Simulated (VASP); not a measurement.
# Re (Im-3m) in VASP: a series of runs, part 2 of 2

VASP 6.6.1.

**3. Single point, PBEsol (volume scaled by 0.68)**

Contents of INCAR:

```
SYSTEM = Re
PREC     = Accurate       ! precision mode
ENCUT    = 520            ! plane-wave cutoff, eV
EDIFF    = 1E-6           ! SCF threshold, eV
ISMEAR   = -1             ! smearing method
SIGMA    = 0.1            ! smearing width, eV
LREAL    = .FALSE.        ! projectors in reciprocal space
LASPH    = .TRUE.         ! aspherical terms in the spheres
NELM     = 100            ! most SCF steps
ALGO     = Normal         ! electronic algorithm
ISIF     = 2              ! what is computed and relaxed
LWAVE    = .FALSE.        ! write WAVECAR
LCHARG   = .FALSE.        ! write CHGCAR
GGA      = PS             ! functional
NBANDS   = 10             ! bands
```

Contents of KPOINTS:

```
Automatic mesh
0
G
  17 17 17
  0 0 0
```

Contents of POSCAR:

```
Re
1.0
   -1.3565391830      1.3565391830      1.3565391830
    1.3565391830     -1.3565391830      1.3565391830
    1.3565391830      1.3565391830     -1.3565391830
Re
1
Direct
    0.0000000000      0.0000000000      0.0000000000
```

Potentials or basis: VASP PAW PBE potentials, release 64 (Re).

Run with:

```
$ cat potpaw_PBE.64/Re/POTCAR > POTCAR
$ mpirun -np 1 vasp_std > vasp.out
```

OUTCAR:

```text
SYSTEM = Re
   PREC = Accurate
   ENCUT = 520
   EDIFF = 1E-6
   ISMEAR = -1
   LREAL = .FALSE.
   LASPH = .TRUE.
   NELM = 100
   ISIF = 2
   GGA = PS

 ion  position               nearest neighbor table
   1  0.000  0.000  0.000-

  LATTYP: Found a body centered cubic cell.
 ALAT       =     2.7130783660

  Lattice vectors:

 A1 = (  -1.3565391830,   1.3565391830,   1.3565391830)
 A2 = (   1.3565391830,  -1.3565391830,   1.3565391830)
 A3 = (   1.3565391830,   1.3565391830,  -1.3565391830)

Analysis of symmetry for initial positions (statically):
=====================================================================
 Subroutine PRICEL returns:
 Original cell was already a primitive cell.

 Routine SETGRP: Setting up the symmetry group for a
 body centered cubic supercell.

 Subroutine GETGRP returns: Found 48 space group operations
 (whereof 48 operations were pure point group operations)
 out of a pool of 48 trial point group operations.

The static configuration has the point symmetry O_h .

Analysis of symmetry for dynamics (positions and initial velocities):
=====================================================================
[... 157 lines left out ...]

 val. band max:       14.5836094071   @ k =  -0.3529   0.4706   0.0588
 cond. band min:      14.6053646881   @ k =  -0.4118  -0.4706   0.1765
 fundamental gap:      0.0217552810
 Fermi energy:        14.5992803284

 k-point     1 :       0.0000    0.0000    0.0000
  band No.  band energies     occupation
      1       0.9581      2.00000
      2      10.1306      2.00000
      3      10.1306      2.00000
      4      10.1306      2.00000
      5      15.6003      0.00009
      6      15.6003      0.00009
      7      30.7168      0.00000
      8      30.7168      0.00000
      9      30.7168      0.00000
     10      48.2568      0.00000
[... 287 lines left out ...]
 k-point    24 :       0.1765    0.1765    0.0000
  band No.  band energies     occupation
      1       5.2218      2.00000
      2       7.8792      2.00000
      3       8.8450      2.00000
      4      13.9914      1.99543
      5      17.1283      0.00000
      6      18.1119      0.00000
      7      32.8754      0.00000
      8      35.0340      0.00000
      9      38.9937      0.00000
     10      42.8172      0.00000

 [... further k-points ...]
[... 5 lines left out ...]
  --------------------------------------------------------------------------------------
  -------------------------------------------------------------------------------------
  Total       21.6675083     21.6675083     21.6675083      0.0000000     -0.0000000      0.0000000
  in kB     3476.6625190   3476.6625190   3476.6625190      0.0000000     -0.0000000      0.0000000
  external PRESSURE =    3476.6625190 kB  Pullay stress =       0.0000000 kB

 VOLUME and BASIS-vectors are now :
 -----------------------------------------------------------------------------
  energy-cutoff  :      520.00
  volume of cell :        9.99
      direct lattice vectors                 reciprocal lattice vectors
    -1.356539183  1.356539183  1.356539183     0.000000000  0.368585004  0.368585004
     1.356539183 -1.356539183  1.356539183     0.368585004  0.000000000  0.368585004
     1.356539183  1.356539183 -1.356539183     0.368585004  0.368585004  0.000000000

 POSITION                                       TOTAL-FORCE (eV/Angst)
 -----------------------------------------------------------------------------------
      0.00000      0.00000      0.00000        -0.000000      0.000000      0.000000
 -----------------------------------------------------------------------------------
    total drift:                                0.000000      0.000000      0.000000

  FREE ENERGIE OF THE ION-ELECTRON SYSTEM (eV)
  ---------------------------------------------------
  free  energy   TOTEN  =        -9.4218230996 eV

  energy  without entropy=       -9.4053908946  energy(sigma->0) =       -9.41360700
```

OSZICAR:

```text
N       E                     dE             d eps       ncg     rms          rms(c)
DAV:   1     0.102691236343E+02    0.10269E+02   -0.37380E+03  5136   0.868E+02
DAV:   2    -0.960290870279E+01   -0.19872E+02   -0.18024E+02  5104   0.198E+02
DAV:   3    -0.101245434203E+02   -0.52163E+00   -0.50931E+00  5274   0.555E+01
DAV:   4    -0.101271827881E+02   -0.26394E-02   -0.26376E-02  5390   0.190E+00
DAV:   5    -0.101271857687E+02   -0.29806E-05   -0.29808E-05  4896   0.282E-02    0.635E+01
DAV:   6    -0.967251999708E+01    0.45467E+00   -0.71704E-02  5046   0.291E+00    0.383E+01
DAV:   7    -0.942107475548E+01    0.25145E+00   -0.17127E-01  4952   0.404E+00    0.366E-01
DAV:   8    -0.942174614983E+01   -0.67139E-03   -0.14522E-03  5206   0.313E-01    0.371E-01
DAV:   9    -0.942182503294E+01   -0.78883E-04   -0.88179E-05  5292   0.718E-02    0.178E-02
DAV:  10    -0.942182317028E+01    0.18627E-05   -0.11137E-06  3626   0.297E-02    0.288E-03
DAV:  11    -0.942182309955E+01    0.70729E-07   -0.27289E-08  2690   0.488E-03
   1 F= -.94218231E+01 E0= -.94136070E+01  d E =-.164322E-01
```

stdout:

```text
POSCAR found type information on POSCAR Re
 POSCAR found :  1 types and       1 ions
 scaLAPACK will be used
 -----------------------------------------------------------------------------
|                                                                             |
|                                                                             |
|     You enforced a specific xc type in the INCAR file but a different       |
|     I HOPE YOU KNOW WHAT YOU ARE DOING!                                     |
|                                                                             |
 -----------------------------------------------------------------------------

 LDA part: xc-table for (Slater+PW92), standard interpolation
 POSCAR, INCAR and KPOINTS ok, starting setup
 FFT: planning ... GRIDC
 FFT: planning ... GRID_SOFT
 FFT: planning ... GRID
 WAVECAR not read
 entering main loop
```

Wall time 12 s (1 thread of AMD EPYC 9R45 (Zen 5), shared host); peak memory 0.1 GiB.

Results:

```
Free energy : -9.4218 eV
Pressure    : 347.7 GPa
```

Caveat: the PAW data sets were made with another functional, which shifts forces and pressure a little; spin-orbit coupling is left out, which moves the levels of the heavy elements.

**4. Single point, PBEsol (volume scaled by 0.78)**

Contents of INCAR:

```
  ALGO = Normal
  EDIFF = 1E-6
  ENCUT = 520
  GGA = PS
  ISIF = 2
  ISMEAR = -1
  LASPH = True
  LCHARG = False
  LREAL = False
  LWAVE = False
  NBANDS = 10
  NELM = 100
  PREC = Accurate
  SIGMA = 0.1
```

Contents of KPOINTS:

```
k-points
0
Gamma
  17 17 17
```

Contents of POSCAR:

```
Re
1.0
   -1.4200192747      1.4200192747      1.4200192747
    1.4200192747     -1.4200192747      1.4200192747
    1.4200192747      1.4200192747     -1.4200192747
Re
1
Direct
    0.0000000000      0.0000000000      0.0000000000
```

Run with:

```
$ cat potpaw_PBE.64/Re/POTCAR > POTCAR
$ mpirun -np 1 vasp_std > vasp.out
```

Run time: 13 s. Hardware: 1 thread of AMD EPYC 9R45 (Zen 5), shared host; peak memory 0.1 GiB.

It converged, with:

- Free energy: -11.7056 eV
- Pressure: 168.0 GPa

Levels at points of the mesh, in eV from the Fermi level:
```
           k point  band 1  band 2  band 3  band 4  band 5  band 6  band 7  band 8
(0.00, 0.00, 0.00)  -12.74   -3.76   -3.76   -3.76    0.95    0.95   15.97   15.97
```

Caveat: the PAW data sets were made with another functional, which shifts forces and pressure a little; spin-orbit coupling is left out, which moves the levels of the heavy elements.
